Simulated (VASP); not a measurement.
# TiO2 (P4_2/mnm) in VASP: a series of runs

Runs on TiO2. Level: PBE. Tasks: relaxation of shape and atoms at fixed volume.

All numbers are computed with VASP 6.6.1; they aren't measurements. Logs are shortened: lines on timing, memory, paths and dates and some standing lists are left out, and cuts for length are marked.

## Step 1: The cell of the first run

It takes space group P4_2/mnm (No. 136, tetragonal). Conventional cell: a = 4.747 Å, b = 4.747 Å, c = 3.006 Å, α = 90.00°, β = 90.00°, γ = 90.00°. Within 2.6 Å of Ti (site symmetry mmm) lie 6 O at 1.99 to 2.06 Å. Within 2.6 Å of O (site symmetry m2m) lie 3 Ti at 1.99 to 2.06 Å and 1 O at 2.60 Å.

## Step 2: Relaxation of shape and atoms at fixed volume, PBE (11.29 Å³/atom)

The input, INCAR:

```
SYSTEM = TiO2
PREC     = Accurate       ! precision mode
ENCUT    = 600            ! plane-wave cutoff, eV
EDIFF    = 1E-6           ! SCF threshold, eV
ISMEAR   = 0              ! smearing method
SIGMA    = 0.02           ! smearing width, eV
LREAL    = .False.        ! projectors in reciprocal space
LASPH    = .True.         ! aspherical terms in the spheres
NELM     = 100            ! most SCF steps
ALGO     = Normal         ! electronic algorithm
ISIF     = 4              ! what is computed and relaxed
LWAVE    = .False.        ! write WAVECAR
LCHARG   = .False.        ! write CHGCAR
GGA      = PE             ! functional
IBRION   = 2              ! ionic algorithm
NSW      = 50             ! ionic steps
EDIFFG   = -0.01          ! ionic threshold
```

The input, KPOINTS:

```
regular mesh
0
Gamma
  6 6 10
  0 0 0
```

The input, POSCAR:

```
TiO2
1.0
    4.7472515379      0.0000000000      0.0000000000
    0.0000000000      4.7472515379      0.0000000000
    0.0000000000      0.0000000000      3.0055994523
Ti O
2 4
Direct
    0.0000000000      0.0000000000      0.0000000000
    0.5000000000      0.5000000000      0.5000000000
    0.3064951522      0.3064951522      0.0000000000
    0.1935048478      0.8064951522      0.5000000000
    0.6935048478      0.6935048478      0.0000000000
    0.8064951522      0.1935048478      0.5000000000
```

Potentials or basis: VASP PAW PBE potentials, release 64 (Ti_sv, O).

Started as:

```sh
$ cat potpaw_PBE.64/Ti_sv/POTCAR potpaw_PBE.64/O/POTCAR > POTCAR
$ mpirun -np 1 vasp_std > vasp.out
```

OUTCAR:

```text
SYSTEM = TiO2
   PREC = Accurate
   ENCUT = 600
   EDIFF = 1E-6
   ISMEAR = 0
   LREAL = .False.
   LASPH = .True.
   NELM = 100
   ISIF = 4
   GGA = PE
   IBRION = 2
   NSW = 50
   EDIFFG = -0.01

 ion  position               nearest neighbor table
   1  0.000  0.000  0.000-   4 1.99   6 1.99   4 1.99   6 1.99   5 2.06   3 2.06
   2  0.500  0.500  0.500-   3 1.99   5 1.99   3 1.99   5 1.99   4 2.06   6 2.06
   3  0.306  0.306  0.000-   2 1.99   2 1.99   1 2.06
   4  0.194  0.806  0.500-   1 1.99   1 1.99   2 2.06
   5  0.694  0.694  0.000-   2 1.99   2 1.99   1 2.06
   6  0.806  0.194  0.500-   1 1.99   1 1.99   2 2.06

  LATTYP: Found a simple tetragonal cell.
 ALAT       =     4.7472515379
 C/A-ratio  =     0.6331241200

  Lattice vectors:

 A1 = (   4.7472515379,   0.0000000000,   0.0000000000)
 A2 = (   0.0000000000,   4.7472515379,   0.0000000000)
 A3 = (   0.0000000000,   0.0000000000,   3.0055994523)

Analysis of symmetry for initial positions (statically):
=====================================================================
 Subroutine PRICEL returns:
 Original cell was already a primitive cell.

 Routine SETGRP: Setting up the symmetry group for a
 simple tetragonal supercell.

 Subroutine GETGRP returns: Found 16 space group operations
 (whereof  8 operations were pure point group operations)
 out of a pool of 16 trial point group operations.

The static configuration has the point symmetry D_2h.
 The point group associated with its full space group is D_4h.

Analysis of symmetry for dynamics (positions and initial velocities):
=====================================================================
 Subroutine PRICEL returns:
 Original cell was already a primitive cell.

 Routine SETGRP: Setting up the symmetry group for a
 simple tetragonal supercell.

 Subroutine GETGRP returns: Found 16 space group operations
 (whereof  8 operations were pure point group operations)
 out of a pool of 16 trial point group operations.

The dynamic configuration has the point symmetry D_2h.
 The point group associated with its full space group is D_4h.

 Subroutine INISYM returns: Found 16 space group operations
 (whereof  8 operations are pure point group operations),
 and found     1 'primitive' translations

----------------------------------------------------------------------------------------

                                     Primitive cell

  volume of cell :      67.7354

  direct lattice vectors                    reciprocal lattice vectors
     4.747251538  0.000000000  0.000000000     0.210648202  0.000000000  0.000000000
     0.000000000  4.747251538  0.000000000     0.000000000  0.210648202  0.000000000
     0.000000000  0.000000000  3.005599452     0.000000000  0.000000000  0.332712331

  length of vectors
     4.747251538  4.747251538  3.005599452     0.210648202  0.210648202  0.332712331

  position of ions in fractional coordinates (direct lattice)
     0.000000000  0.000000000  0.000000000
     0.500000000  0.500000000  0.500000000
     0.306495152  0.306495152  0.000000000
     0.193504848  0.806495152  0.500000000
     0.693504848  0.693504848  0.000000000
     0.806495152  0.193504848  0.500000000

  ion indices of the primitive-cell ions
   primitive index   ion index
                 1           1
                 2           2
                 3           3
                 4           4
                 5           5
                 6           6

----------------------------------------------------------------------------------------

 KPOINTS: regular mesh

Automatic generation of k-mesh.
 Grid dimensions read from file:
 generate k-points for:    6    6   10

 Generating k-lattice:

  Cartesian coordinates                     Fractional coordinates (reciprocal lattice)
     0.035108034  0.000000000  0.000000000     0.166666667  0.000000000  0.000000000
     0.000000000  0.035108034  0.000000000     0.000000000  0.166666667  0.000000000
     0.000000000  0.000000000  0.033271233     0.000000000  0.000000000  0.100000000

  Length of vectors
     0.035108034  0.035108034  0.033271233

  Shift w.r.t. Gamma in fractional coordinates (k-lattice)
     0.000000000  0.000000000  0.000000000

 Subroutine IBZKPT returns following result:
 ===========================================

 Found     60 irreducible k-points:

 Following reciprocal coordinates:
            Coordinates               Weight
  0.000000  0.000000  0.000000      1.000000
  0.166667  0.000000  0.000000      4.000000
  0.333333  0.000000  0.000000      4.000000
  0.500000  0.000000  0.000000      2.000000
  0.166667  0.166667  0.000000      4.000000
  0.333333  0.166667  0.000000      8.000000
[... 16 lines left out ...]
  0.333333  0.000000  0.200000      8.000000
  0.500000  0.000000  0.200000      4.000000
 [... further k-points ...]
   k-points           NKPTS =     60   k-points in BZ     NKDIM =     60   number of bands    NBANDS=     28
   number of dos      NEDOS =    301   number of ions     NIONS =      6
   total plane-waves  NPLWV =  38400
   dimension x,y,z NGX =    40 NGY =   40 NGZ =   24
   dimension x,y,z NGXF=    80 NGYF=   80 NGZF=   48
   ions per type =               2   4
   NGX,Y,Z   is equivalent  to a cutoff of  14.01, 14.01, 13.27 a.u.
   NGXF,Y,Z  is equivalent  to a cutoff of  28.02, 28.02, 26.55 a.u.
 SYSTEM =  TiO2
   PREC   = accura    normal or accurate (medium, high low for compatibility)
   ISTART =      0    job   : 0-new  1-cont  2-samecut
   ICHARG =      2    charge: 1-file 2-atom 10-const
   ISPIN  =      1    spin polarized calculation?
   LNONCOLLINEAR =      F non collinear calculations
   LSORBIT =      F    spin-orbit coupling
   LASPH  =      T    aspherical Exc in radial PAW
   ENCUT  =  600.0 eV  44.10 Ry    6.64 a.u.   9.48  9.48  6.00*2*pi/ulx,y,z
   NELM   =    100;   NELMIN=  2; NELMDL= -5     # of ELM steps
   EDIFF  = 0.1E-05   stopping-criterion for ELM
   LREAL  =      F    real-space projection
   EDIFFG = -.1E-01   stopping-criterion for IOM
   NSW    =     50    number of steps for IOM
   IBRION =      2    ionic relax: 0-MD 1-quasi-New 2-CG
   NFREE  =      1    steps in history (QN), initial steepest desc. (CG)
   ISIF   =      4    stress and relaxation
   ISYM   =      2    0-nonsym 1-usesym 2-fastsym
   POTIM  = 0.5000    time-step for ionic-motion
   TEBEG  =    0.0;   TEEND  =   0.0 temperature during run
   PSTRESS=    0.0 pullay stress
   NELECT =      48.0000    total number of electrons
   NUPDOWN=      -1.0000    fix difference up-down
   EMIN   =  10.00;   EMAX   =-10.00  energy-range for DOS
   EFERMI =   0.00;   METHOD = LEGACY
   ISMEAR =     0;   SIGMA  =   0.02  broadening in eV -4-tet -1-fermi 0-gaus
   EFERMI_NEDOS =   21; number of points for ismear=-14 and -15
   IALGO  =     38    algorithm
   IMIX   =      4    mixing-type and parameters
     AMIX     =   0.40;   BMIX     =  1.00
     AMIX_MAG =   1.60;   BMIX_MAG =  1.00
  volume/ion in A,a.u.               =      11.29        76.18
  Fermi-wavevector in a.u.,A,eV,Ry     =   1.459542  2.758135 28.984001  2.130264
  Thomas-Fermi vector in A             =   2.576097
   LORBIT       =      0    0 simple, 1 ext, 2 COOP (PROOUT), +10 PAW based schemes
   GGA     = PE    functional components
   LHFCALC =     F    Hartree Fock is set to
   AEXX    =    0.0000 exact exchange contribution
   IVDW    =     0    specifies the selected vdW correction
   LEPSILON=     F    determine dielectric tensor
   LRPA    =     F    only Hartree local field effects (RPA)
 conjugate gradient relaxation of ions
 non-spin polarized calculation
 Gauss-broadening in eV      SIGMA  =   0.02
  energy-cutoff  :      600.00
  volume of cell :       67.74
 maximum number of plane-waves:      2296
 NGX is ok and might be reduce to    40
   NGX = 19   NGY = 19   NGZ = 13

--------------------------------------- Ionic step        1  -------------------------------------------

 number of electron      47.9999990 magnetization

 Free energy of the ion-electron system (eV)
  ---------------------------------------------------
  ext. energy  EPLUGINS =         0.00000000
  ---------------------------------------------------
  free energy    TOTEN  =       -53.56979283 eV

  energy without entropy =      -53.56979283  energy(sigma->0) =      -53.56979283

------------------------ aborting loop because EDIFF is reached ----------------------------------------

  FORCE on cell =-STRESS in cart. coord.  units (eV):
  Direction    XX          YY          ZZ          XY          YZ          ZX
  --------------------------------------------------------------------------------------
  -------------------------------------------------------------------------------------
  Total       -4.2552628     -4.2552628     -4.8696790      0.0000000      0.0000000      0.0000000
  in kB     -100.6517603   -100.6517603   -115.1848403      0.0000000      0.0000000      0.0000000
  external PRESSURE =    -105.4961203 kB  Pullay stress =       0.0000000 kB
[... 65 lines left out ...]
  energy  without entropy=      -53.5734415927  energy(sigma->0) =      -53.57344159

--------------------------------------- Ionic step        3  -------------------------------------------

 number of electron      47.9999990 magnetization

 Free energy of the ion-electron system (eV)
  ---------------------------------------------------
  ext. energy  EPLUGINS =         0.00000000
  ---------------------------------------------------
  free energy    TOTEN  =       -53.57386098 eV

  energy without entropy =      -53.57386098  energy(sigma->0) =      -53.57386098

 E-fermi :   4.1389     XC(G=0): -10.9656

 val. band max:        3.8802882997   @ k =   0.0000   0.0000   0.0000
 cond. band min:       5.7248545704   @ k =   0.0000   0.0000   0.0000
 fundamental gap:      1.8445662707
 Fermi energy:         4.1388516326

 k-point     1 :       0.0000    0.0000    0.0000
  band No.  band energies     occupation
      1     -53.1248      2.00000
      2     -53.1144      2.00000
      3     -29.3699      2.00000
      4     -29.3699      2.00000
      5     -29.2534      2.00000
      6     -29.2534      2.00000
[... 733 lines left out ...]
     27       6.8954      0.00000
     28       6.8954      0.00000

 [... further k-points ...]
[... 5 lines left out ...]
  --------------------------------------------------------------------------------------
  -------------------------------------------------------------------------------------
  Total       -4.1029183     -4.1029183     -4.0985101     -0.0000000      0.0000000      0.0000000
  in kB      -97.0482830    -97.0482830    -96.9440156     -0.0000000      0.0000000      0.0000000
  external PRESSURE =     -97.0135272 kB  Pullay stress =       0.0000000 kB
[... 21 lines left out ...]
  FREE ENERGIE OF THE ION-ELECTRON SYSTEM (eV)
  ---------------------------------------------------
  free  energy   TOTEN  =       -53.5738609766 eV

  energy  without entropy=      -53.5738609766  energy(sigma->0) =      -53.57386098

 reached required accuracy - stopping structural energy minimisation
```

It took 3.6 min on 1 thread of Oxide Virtual Turin-like, shared host; peak memory 0.23 GiB.

Results:

* Free energy: -53.5739 eV
* Energy gained by relaxing: 0.7 meV/atom
* Ionic steps: 3
* Pressure after relaxing: -9.7 GPa
* Largest force after relaxing: 0.005 eV/Å
* Band gap on the k mesh: 1.84 eV

Forces in eV/Å, atoms in the order of the input:
```
Ti   0.000  0.000  0.000
Ti   0.000  0.000  0.000
O   -0.003 -0.003  0.000
O    0.003 -0.003  0.000
O    0.003  0.003  0.000
O   -0.003  0.003  0.000
```

Step by step:
```
step  energy change (eV)  largest force (eV/Å)  pressure (GPa)  volume (Å³)
   1              0.0000                0.1342          -10.55        67.74
   2             -0.0036                0.0428           -9.99        67.74
   3             -0.0041                0.0047           -9.70        67.74
```

Final structure:
```
CELL_PARAMETERS angstrom
4.75887 0.00000 0.00000
0.00000 4.75887 0.00000
0.00000 0.00000 2.99094
ATOMIC_POSITIONS crystal
Ti 0.00000 0.00000 0.00000
Ti 0.50000 0.50000 0.50000
O 0.30792 0.30792 0.00000
O 0.19208 0.80792 0.50000
O 0.69208 0.69208 0.00000
O 0.80792 0.19208 0.50000
```

Levels at points of the mesh, in eV from the valence-band top:
| k point | band 20 | band 21 | band 22 | band 23 | band 24 | band 25 | band 26 | band 27 | band 28 |
| --- | --- | --- | --- | --- | --- | --- | --- | --- | --- |
| (0.00, 0.00, 0.00) | -1.65 | -0.56 | -0.33 | -0.33 | 0.00 | 1.84 | 2.15 | 2.44 | 2.44 |
| (0.50, 0.00, 0.00) | -2.69 | -1.32 | -1.32 | -0.62 | -0.62 | 2.45 | 2.45 | 2.81 | 2.81 |
| (0.50, 0.50, 0.00) | -1.90 | -1.08 | -1.08 | -0.89 | -0.89 | 1.88 | 1.88 | 2.45 | 2.45 |
| (0.00, 0.00, 0.50) | -2.58 | -1.87 | -1.87 | -1.31 | -1.31 | 2.72 | 2.72 | 3.08 | 3.08 |
| (0.50, 0.00, 0.50) | -2.16 | -1.84 | -1.84 | -0.83 | -0.83 | 1.88 | 1.88 | 3.10 | 3.10 |
| (0.50, 0.50, 0.50) | -2.56 | -0.99 | -0.99 | -0.64 | -0.64 | 2.43 | 2.43 | 3.10 | 3.10 |

A k mesh can miss the band edges.

## Step 3: Relaxation of shape and atoms at fixed volume, PBE (11.72 Å³/atom)

This run uses another cell than the first one, of 11.72 Å³/atom.

The input, INCAR:

```
  ALGO = Normal
  EDIFF = 1E-6
  EDIFFG = -0.01
  ENCUT = 600
  GGA = PE
  IBRION = 2
  ISIF = 4
  ISMEAR = 0
  LASPH = True
  LCHARG = False
  LREAL = False
  LWAVE = False
  NELM = 80
  NSW = 50
  PREC = Accurate
  SIGMA = 0.02
```

The input, KPOINTS:

```
k-points
0
Gamma
  6 6 10
```

The input, POSCAR:

```
TiO2
1.0
    4.8210686595      0.0000000000      0.0000000000
    0.0000000000      4.8210686595      0.0000000000
    0.0000000000      0.0000000000      3.0242366863
Ti O
2 4
Direct
    0.0000000000      0.0000000000      0.0000000000
    0.5000000000      0.5000000000      0.5000000000
    0.3081744812      0.3081744812      0.0000000000
    0.1918255188      0.8081744812      0.5000000000
    0.6918255188      0.6918255188      0.0000000000
    0.8081744812      0.1918255188      0.5000000000
```

Potentials or basis: VASP PAW PBE potentials, release 64 (Ti_sv, O).

Started as:

```sh
$ cat potpaw_PBE.64/Ti_sv/POTCAR potpaw_PBE.64/O/POTCAR > POTCAR
$ mpirun -np 1 vasp_std > vasp.out
```

Wall time 5.1 min (1 thread of Oxide Virtual Turin-like, shared host); peak memory 0.24 GiB.

Results (log left out):

| Quantity | Value |
| --- | --- |
| Free energy | -53.3872 eV |
| Energy gained by relaxing | 1.7 meV/atom |
| Ionic steps | 3 |
| Pressure after relaxing | -14.2 GPa |
| Largest force after relaxing | 0.004 eV/Å |
| Band gap on the k mesh | 1.90 eV |

Forces on the atoms (eV/Å):
```
Ti   0.000  0.000  0.000
Ti   0.000  0.000  0.000
O    0.003  0.003  0.000
O   -0.003  0.003  0.000
O   -0.003 -0.003  0.000
O    0.003 -0.003  0.000
```

Step by step:
```csv
step,energy change (eV),largest force (eV/Å),pressure (GPa),volume (Å³)
1,0.0000,0.1981,-15.69,70.29
2,-0.0084,0.0806,-14.81,70.29
3,-0.0100,0.0036,-14.21,70.29
```

Final structure:
```cif
data_structure
_symmetry_space_group_name_H-M 'P 1'
_symmetry_Int_Tables_number 1
_cell_length_a 4.8399
_cell_length_b 4.8399
_cell_length_c 3.0007
_cell_angle_alpha 90.000
_cell_angle_beta 90.000
_cell_angle_gamma 90.000
_cell_volume 70.29
loop_
_atom_site_label
_atom_site_type_symbol
_atom_site_fract_x
_atom_site_fract_y
_atom_site_fract_z
_atom_site_occupancy
Ti1 Ti 0.00000 0.00000 0.00000 1
Ti2 Ti 0.50000 0.50000 0.50000 1
O1 O 0.31045 0.31045 0.00000 1
O2 O 0.18955 0.81045 0.50000 1
O3 O 0.68955 0.68955 0.00000 1
O4 O 0.81045 0.18955 0.50000 1
```

Levels at points of the mesh, in eV from the valence-band top:
```csv
k point,band 21,band 22,band 23,band 24,band 25,band 26,band 27,band 28
"(0.00, 0.00, 0.00)",-0.45,-0.24,-0.24,0.00,1.90,2.23,2.48,2.48
"(0.50, 0.00, 0.00)",-1.13,-1.13,-0.55,-0.55,2.49,2.49,2.79,2.79
"(0.50, 0.50, 0.00)",-0.93,-0.93,-0.74,-0.74,1.94,1.94,2.49,2.49
"(0.00, 0.00, 0.50)",-1.61,-1.61,-1.24,-1.24,2.65,2.65,3.11,3.11
"(0.50, 0.00, 0.50)",-1.74,-1.74,-0.70,-0.70,1.92,1.92,3.13,3.13
"(0.50, 0.50, 0.50)",-0.82,-0.82,-0.62,-0.62,2.41,2.41,3.13,3.13
```

A k mesh can miss the band edges.
